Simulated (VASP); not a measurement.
# Ba7LiTi8O23 (a cell with a defect) in VASP: single point with PBEsol

Aim: the single point of Ba7LiTi8O23 (a cell with a defect) with PBEsol.

Everything below comes from runs of VASP 6.6.1. Logs are shortened: lines on timing, memory, paths and dates and some standing lists are left out, and cuts for length are marked.

## (1) The cell of the first run

The cell holds a defect, 39 atoms: a = 7.940 Å, b = 7.940 Å, c = 7.940 Å, α = 90.00°, β = 90.00°, γ = 90.00°.

## (2) Single point, PBEsol

Contents of INCAR:

```
SYSTEM = Ba7LiTi8O23
  ALGO = Normal
  EDIFF = 1E-6
  ENCUT = 650
  GGA = PS
  GGA_COMPAT = .FALSE.
  ISIF = 2
  ISMEAR = -1
  ISYM = -1
  LASPH = .TRUE.
  LCHARG = .TRUE.
  LELF = .TRUE.
  LREAL = Auto
  LVHAR = .TRUE.
  LWAVE = .FALSE.
  NBANDS = 178
  NELECT = 308.0
  NELM = 120
  PREC = Accurate
  SIGMA = 0.05
```

Contents of KPOINTS:

```
explicit points
1
Reciprocal
  0.25000000   0.25000000   0.25000000 1
```

Contents of POSCAR:

```
Ba7LiTi8O23
1.0
    7.9404200000      0.0000000000      0.0000000000
    0.0000000000      7.9404200000      0.0000000000
    0.0000000000      0.0000000000      7.9404200000
Ba Li Ti O
7 1 8 23
Direct
    0.0015390000      0.0014430000      0.0002540000
    0.9999940000      0.9999200000      0.5045730000
    0.9974270000      0.5018950000      0.0016520000
    0.0002290000      0.5037490000      0.5031400000
    0.5020120000      0.9973360000      0.0016640000
    0.5038990000      0.0000870000      0.5031450000
    0.5031110000      0.5029810000      0.0016840000
    0.5670690000      0.5670900000      0.4481800000
    0.2620600000      0.2619460000      0.2675750000
    0.2595450000      0.2594060000      0.7334690000
    0.2588350000      0.7567270000      0.2572670000
    0.2593020000      0.7522280000      0.7532340000
    0.7567750000      0.2587750000      0.2573400000
    0.7523130000      0.2592000000      0.7532630000
    0.7577990000      0.7577110000      0.2509990000
    0.7521840000      0.7520690000      0.7497990000
    0.2361470000      0.2359650000      0.5010630000
    0.2475860000      0.7449770000      0.0016090000
    0.2439400000      0.7491840000      0.4985810000
    0.7450490000      0.2475290000      0.0016060000
    0.7492350000      0.2438240000      0.4985950000
    0.7457910000      0.7456800000      0.9995480000
    0.7425230000      0.7424620000      0.4984390000
    0.9940480000      0.2476640000      0.2467860000
    0.9941440000      0.2456130000      0.7556890000
    0.9933970000      0.7458120000      0.2506850000
    0.9915640000      0.7444320000      0.7487550000
    0.4904930000      0.2436070000      0.2421520000
    0.4908670000      0.2416250000      0.7620890000
    0.4963590000      0.7414610000      0.2566910000
    0.4944930000      0.7458570000      0.7496730000
    0.2477140000      0.9939710000      0.2467510000
    0.2457070000      0.9940510000      0.7557070000
    0.2437390000      0.4903470000      0.2421150000
    0.2417310000      0.4907300000      0.7621500000
    0.7459400000      0.9933070000      0.2506570000
    0.7445390000      0.9914700000      0.7487920000
    0.7414940000      0.4962910000      0.2567500000
    0.7459820000      0.4944080000      0.7496980000
```

Potentials or basis: VASP PAW PBE potentials, release 64 (Ba_sv, Li_sv, Ti_sv, O).

Started as:

```bash
> cat potpaw_PBE.64/Ba_sv/POTCAR potpaw_PBE.64/Li_sv/POTCAR potpaw_PBE.64/Ti_sv/POTCAR potpaw_PBE.64/O/POTCAR > POTCAR
> mpirun -np 1 vasp_std > vasp.out
```

OUTCAR:

```text
SYSTEM = Ba7LiTi8O23
   EDIFF = 1E-6
   ENCUT = 650
   GGA = PS
   ISIF = 2
   ISMEAR = -1
   ISYM = -1
   LASPH = .TRUE.
   LREAL = Auto
   NELECT = 308.0
   NELM = 120
   PREC = Accurate

 ion  position               nearest neighbor table
   1  0.002  0.001  0.000-  33 2.74  25 2.74  32 2.77  24 2.77  18 2.82  20 2.82  36 2.84  26 2.84
                            37 2.86  27 2.86  22 2.87  15 3.38  16 3.43  14 3.46  12 3.46  11 3.48
   2  1.000  1.000  0.505-  17 2.65  21 2.78  19 2.78  25 2.79  33 2.79  27 2.81  37 2.81  24 2.84
                            32 2.84  36 2.85  26 2.85  23 2.89  15 3.38  16 3.40  10 3.43  13 3.44
   3  0.997  0.502  0.002-  35 2.72  34 2.73  26 2.77  18 2.77  22 2.78  27 2.78  24 2.80  25 2.82
                            39 2.83  20 2.85  38 2.87  14 3.38  13 3.39  15 3.42  16 3.43  12 3.49
   4  0.000  0.504  0.503-  27 2.73  19 2.75  26 2.78  23 2.79  39 2.81  35 2.81  17 2.83  34 2.84
                            38 2.84  25 2.87  21 2.87  24 2.88  13 3.37  10 3.37   9 3.39  14 3.40
   5  0.502  0.997  0.002-  29 2.72  28 2.73  36 2.77  20 2.77  22 2.78  37 2.78  32 2.80  33 2.82
                            31 2.83  18 2.85  30 2.87  12 3.38  11 3.39  15 3.42  16 3.43  14 3.49
   6  0.504  0.000  0.503-  37 2.73  21 2.75  36 2.78  23 2.79  31 2.81  29 2.81  17 2.83  28 2.84
                            30 2.84  33 2.87  19 2.87  32 2.88  11 3.37  10 3.37   9 3.39  12 3.40
   7  0.503  0.503  0.002-  22 2.73  38 2.77  30 2.77  39 2.78  31 2.78  20 2.79  18 2.79  34 2.81
                            28 2.81  35 2.82  29 2.82  14 3.40  12 3.40   9 3.43  16 3.44  13 3.46
   8  0.567  0.567  0.448-  23 2.01  30 2.13  38 2.13  15 2.65   6 3.50   4 3.50   7 3.62
   9  0.262  0.262  0.268-  34 1.83  28 1.83  17 1.88  32 2.14  24 2.14   4 3.39   6 3.39   7 3.43
                             2 3.49   5 3.54   3 3.54   1 3.61
  10  0.260  0.259  0.733-  29 1.86  35 1.86  17 1.86  33 2.12  25 2.12   4 3.37   6 3.37   2 3.43
                             7 3.47   5 3.55   3 3.55   1 3.59
  11  0.259  0.757  0.257-  32 1.89  30 1.89  19 1.92  18 2.03  26 2.11  34 2.12   6 3.37   5 3.39
                             2 3.44   7 3.46   4 3.47   1 3.48   3 3.54
  12  0.259  0.752  0.753-  31 1.87  33 1.92  18 1.98  19 2.03  35 2.08  27 2.13   5 3.38   7 3.40
                             6 3.40   1 3.46   2 3.47   4 3.47   3 3.49
  13  0.757  0.259  0.257-  24 1.89  38 1.89  21 1.92  20 2.03  36 2.11  28 2.12   4 3.37   3 3.39
                             2 3.44   7 3.46   6 3.47   1 3.48   5 3.54
  14  0.752  0.259  0.753-  39 1.87  25 1.92  20 1.97  21 2.03  29 2.08  37 2.13   3 3.38   7 3.40
                             4 3.40   1 3.46   2 3.46   6 3.47   5 3.49
  15  0.758  0.758  0.251-  36 1.87  26 1.87  23 1.97  22 2.00  38 2.08  30 2.08   8 2.65   2 3.38
                             1 3.38   5 3.42   3 3.42   6 3.43   4 3.43   7 3.48
  16  0.752  0.752  0.750-  27 1.90  37 1.90  22 1.98  23 2.00  39 2.05  31 2.05   2 3.40   6 3.41
                             4 3.41   3 3.43   5 3.43   1 3.43   7 3.44
  17  0.236  0.236  0.501-  10 1.86   9 1.88   2 2.65   6 2.83   4 2.83
  18  0.248  0.745  0.002-  12 1.98  11 2.03   3 2.77   7 2.79   1 2.82   5 2.85
  19  0.244  0.749  0.499-  11 1.92  12 2.03   4 2.75   2 2.78   6 2.87
  20  0.745  0.248  0.002-  14 1.97  13 2.03   5 2.77   7 2.79   1 2.82   3 2.85
  21  0.749  0.244  0.499-  13 1.92  14 2.03   6 2.75   2 2.78   4 2.87
  22  0.746  0.746  1.000-  16 1.98  15 2.00   7 2.73   3 2.78   5 2.78   1 2.87
  23  0.743  0.742  0.498-  15 1.97  16 2.00   8 2.01   6 2.79   4 2.79   2 2.89
  24  0.994  0.248  0.247-  13 1.89   9 2.14   1 2.77   3 2.80   2 2.84   4 2.88
  25  0.994  0.246  0.756-  14 1.92  10 2.12   1 2.74   2 2.79   3 2.82   4 2.87
  26  0.993  0.746  0.251-  15 1.87  11 2.11   3 2.77   4 2.78   1 2.84   2 2.85
  27  0.992  0.744  0.749-  16 1.90  12 2.13   4 2.73   3 2.78   2 2.81   1 2.86
  28  0.490  0.244  0.242-   9 1.83  13 2.12   5 2.73   7 2.81   6 2.84
  29  0.491  0.242  0.762-  10 1.86  14 2.08   5 2.72   6 2.81   7 2.82
  30  0.496  0.741  0.257-  11 1.89  15 2.08   8 2.13   7 2.77   6 2.84   5 2.87
  31  0.494  0.746  0.750-  12 1.87  16 2.05   7 2.78   6 2.81   5 2.83
  32  0.248  0.994  0.247-  11 1.89   9 2.14   1 2.77   5 2.80   2 2.84   6 2.88
  33  0.246  0.994  0.756-  12 1.92  10 2.12   1 2.74   2 2.79   5 2.82   6 2.87
  34  0.244  0.490  0.242-   9 1.83  11 2.12   3 2.73   7 2.81   4 2.84
  35  0.242  0.491  0.762-  10 1.86  12 2.08   3 2.72   4 2.81   7 2.82
  36  0.746  0.993  0.251-  15 1.87  13 2.11   5 2.77   6 2.78   1 2.84   2 2.85
  37  0.745  0.991  0.749-  16 1.90  14 2.13   6 2.73   5 2.78   2 2.81   1 2.86
  38  0.741  0.496  0.257-  13 1.89  15 2.08   8 2.13   7 2.77   4 2.84   3 2.87
  39  0.746  0.494  0.750-  14 1.87  16 2.05   7 2.78   4 2.81   3 2.83

IMPORTANT INFORMATION: All symmetrisations will be switched off!
NOSYMM: (Re-)initialisation of all symmetry stuff for point group C_1.

----------------------------------------------------------------------------------------

                                     Primitive cell

  volume of cell :     500.6456

  direct lattice vectors                    reciprocal lattice vectors
     7.940420000  0.000000000  0.000000000     0.125937923  0.000000000  0.000000000
     0.000000000  7.940420000  0.000000000     0.000000000  0.125937923  0.000000000
     0.000000000  0.000000000  7.940420000     0.000000000  0.000000000  0.125937923

  length of vectors
     7.940420000  7.940420000  7.940420000     0.125937923  0.125937923  0.125937923

  position of ions in fractional coordinates (direct lattice)
     0.001539000  0.001443000  0.000254000
     0.999994000  0.999920000  0.504573000
     0.997427000  0.501895000  0.001652000
     0.000229000  0.503749000  0.503140000
     0.502012000  0.997336000  0.001664000
     0.503899000  0.000087000  0.503145000
[... 31 lines left out ...]
     0.741494000  0.496291000  0.256750000
     0.745982000  0.494408000  0.749698000

  ion indices of the primitive-cell ions
   primitive index   ion index
                 1           1
                 2           2
                 3           3
                 4           4
                 5           5
                 6           6
[... 31 lines left out ...]
                38          38
                39          39

----------------------------------------------------------------------------------------

 KPOINTS: explicit points

Read explicit list of k-points.

 Found      1 k-points:

 Following reciprocal coordinates:
            Coordinates               Weight
  0.250000  0.250000  0.250000      1.000000
   k-points           NKPTS =      1   k-points in BZ     NKDIM =      1   number of bands    NBANDS=    178
   number of dos      NEDOS =    301   number of ions     NIONS =     39
   total plane-waves  NPLWV = 343000
   dimension x,y,z NGX =    70 NGY =   70 NGZ =   70
   dimension x,y,z NGXF=   140 NGYF=  140 NGZF=  140
   ions per type =               7   1   8  23
   NGX,Y,Z   is equivalent  to a cutoff of  14.66, 14.66, 14.66 a.u.
   NGXF,Y,Z  is equivalent  to a cutoff of  29.31, 29.31, 29.31 a.u.
 SYSTEM =  Ba7LiTi8O23
   PREC   = accura    normal or accurate (medium, high low for compatibility)
   ISTART =      0    job   : 0-new  1-cont  2-samecut
   ICHARG =      2    charge: 1-file 2-atom 10-const
   ISPIN  =      1    spin polarized calculation?
   LNONCOLLINEAR =      F non collinear calculations
   LSORBIT =      F    spin-orbit coupling
   LASPH  =      T    aspherical Exc in radial PAW
   ENCUT  =  650.0 eV  47.77 Ry    6.91 a.u.  16.51 16.51 16.51*2*pi/ulx,y,z
   NELM   =    120;   NELMIN=  2; NELMDL= -5     # of ELM steps
   EDIFF  = 0.1E-05   stopping-criterion for ELM
   LREAL  =      T    real-space projection
   EDIFFG = 0.1E-04   stopping-criterion for IOM
   NSW    =      0    number of steps for IOM
   IBRION =     -1    ionic relax: 0-MD 1-quasi-New 2-CG
   NFREE  =      0    steps in history (QN), initial steepest desc. (CG)
   ISIF   =      2    stress and relaxation
   ISYM   =     -1    0-nonsym 1-usesym 2-fastsym
   POTIM  = 0.5000    time-step for ionic-motion
   TEBEG  =    0.0;   TEEND  =   0.0 temperature during run
   PSTRESS=    0.0 pullay stress
   NELECT =     308.0000    total number of electrons
   NUPDOWN=      -1.0000    fix difference up-down
   EMIN   =  10.00;   EMAX   =-10.00  energy-range for DOS
   EFERMI =   0.00;   METHOD = LEGACY
   ISMEAR =    -1;   SIGMA  =   0.05  broadening in eV -4-tet -1-fermi 0-gaus
   EFERMI_NEDOS =   21; number of points for ismear=-14 and -15
   IALGO  =     38    algorithm
   IMIX   =      4    mixing-type and parameters
     AMIX     =   0.40;   BMIX     =  1.00
     AMIX_MAG =   1.60;   BMIX_MAG =  1.00
  volume/ion in A,a.u.               =      12.84        86.63
  Fermi-wavevector in a.u.,A,eV,Ry     =   1.392349  2.631159 26.376759  1.938637
  Thomas-Fermi vector in A             =   2.516101
   LORBIT       =      0    0 simple, 1 ext, 2 COOP (PROOUT), +10 PAW based schemes
   GGA     = PS    functional components
   LHFCALC =     F    Hartree Fock is set to
   AEXX    =    0.0000 exact exchange contribution
   IVDW    =     0    specifies the selected vdW correction
   LEPSILON=     F    determine dielectric tensor
   LRPA    =     F    only Hartree local field effects (RPA)
 non-spin polarized calculation
  energy-cutoff  :      650.00
  volume of cell :      500.65
 maximum number of plane-waves:     18865
 NGX is ok and might be reduce to    70
   NGX = 33   NGY = 33   NGZ = 33

 number of electron     307.9999984 magnetization

 Free energy of the ion-electron system (eV)
  ---------------------------------------------------
  ext. energy  EPLUGINS =         0.00000000
  ---------------------------------------------------
  free energy    TOTEN  =      -317.21897493 eV

  energy without entropy =     -317.16720921  energy(sigma->0) =     -317.19309207

 E-fermi :   6.0181     XC(G=0): -11.3173

 val. band max:        5.8816475100   @ k =   0.2500   0.2500   0.2500
 cond. band min:       6.1922360184   @ k =   0.2500   0.2500   0.2500
 fundamental gap:      0.3105885084
 Fermi energy:         6.0181056136

 k-point     1 :       0.2500    0.2500    0.2500
  band No.  band energies     occupation
      1     -52.4898      2.00000
      2     -52.4719      2.00000
      3     -52.4185      2.00000
      4     -52.4184      2.00000
      5     -52.3562      2.00000
      6     -52.3562      2.00000
[... 158 lines left out ...]
    165       7.1837      0.00000
    166       7.2071      0.00000
 [bands above 166 left out]

------------------------ aborting loop because EDIFF is reached ----------------------------------------

  FORCE on cell =-STRESS in cart. coord.  units (eV):
  Direction    XX          YY          ZZ          XY          YZ          ZX
  --------------------------------------------------------------------------------------
  -------------------------------------------------------------------------------------
  Total       14.9070257     14.9059325     14.3253941     -1.0388694     -2.2995221     -2.2986195
  in kB       47.7057973     47.7022988     45.8444470     -3.3246132     -7.3589822     -7.3560936
  external PRESSURE =      47.0841810 kB  Pullay stress =       0.0000000 kB

 VOLUME and BASIS-vectors are now :
 -----------------------------------------------------------------------------
  energy-cutoff  :      650.00
  volume of cell :      500.65
      direct lattice vectors                 reciprocal lattice vectors
     7.940420000  0.000000000  0.000000000     0.125937923  0.000000000  0.000000000
     0.000000000  7.940420000  0.000000000     0.000000000  0.125937923  0.000000000
     0.000000000  0.000000000  7.940420000     0.000000000  0.000000000  0.125937923

 POSITION                                       TOTAL-FORCE (eV/Angst)
 -----------------------------------------------------------------------------------
      0.01222      0.01146      0.00202        -0.018660     -0.017177      0.002340
      7.94037      7.93978      4.00652        -0.066549     -0.068432     -0.022347
      7.91999      3.98526      0.01312        -0.019138     -0.007260      0.008496
      0.00182      3.99998      3.99514        -0.015755     -0.010338     -0.008672
      3.98619      7.91927      0.01321        -0.007046     -0.020389      0.007324
      4.00117      0.00069      3.99518        -0.013896     -0.015399     -0.009151
[... 31 lines left out ...]
      5.88777      3.94076      2.03870        -0.022945      0.006708      0.034097
      5.92341      3.92581      5.95292        -0.028958     -0.005174     -0.034566
 -----------------------------------------------------------------------------------
    total drift:                               -0.039174     -0.035827      0.021845

  FREE ENERGIE OF THE ION-ELECTRON SYSTEM (eV)
  ---------------------------------------------------
  free  energy   TOTEN  =      -317.2189749333 eV

  energy  without entropy=     -317.1672092053  energy(sigma->0) =     -317.19309207
```

Wall time 13 min (1 thread of Intel Xeon 8259CL, shared host); peak memory 0.76 GiB.

Results:

| Property | Result |
| --- | --- |
| Free energy | -317.2190 eV |
| Largest force | 0.098 eV/Å |

Forces in eV/Å, atoms in the order of the input:
```
Ba  -0.019 -0.017  0.002
Ba  -0.067 -0.068 -0.022
Ba  -0.019 -0.007  0.008
Ba  -0.016 -0.010 -0.009
Ba  -0.007 -0.020  0.007
Ba  -0.014 -0.015 -0.009
Ba  -0.014 -0.011 -0.006
Li   0.004  0.004  0.004
Ti  -0.033 -0.034  0.060
Ti  -0.019 -0.022  0.006
Ti  -0.059 -0.048 -0.017
Ti  -0.055 -0.008 -0.013
Ti  -0.045 -0.057 -0.020
Ti  -0.006 -0.053 -0.016
Ti  -0.063 -0.061  0.000
Ti  -0.036 -0.034 -0.031
O    0.067  0.069 -0.001
O    0.019  0.008 -0.003
O    0.055 -0.032  0.025
O    0.009  0.019 -0.003
O   -0.030  0.056  0.025
O    0.017  0.017  0.028
O   -0.022 -0.023  0.001
O    0.058  0.007 -0.001
O    0.043  0.023 -0.012
O    0.081  0.018  0.003
O    0.073  0.016  0.012
O    0.013  0.035  0.026
O   -0.009  0.040 -0.036
O    0.007 -0.024  0.035
O   -0.004 -0.029 -0.033
O    0.009  0.057 -0.001
O    0.024  0.043 -0.012
O    0.034  0.017  0.027
O    0.041 -0.008 -0.040
O    0.018  0.081  0.004
O    0.016  0.072  0.012
O   -0.023  0.007  0.034
O   -0.029 -0.005 -0.035
```

Caveat: the cell carries a net charge on a neutralising background, which shifts energy and pressure; the cell is charged against a uniform background, so pressure and absolute levels hang on convention; the PAW data sets were made with another functional, which shifts forces and pressure a little; spin-orbit coupling is left out, which moves the levels of the heavy elements.
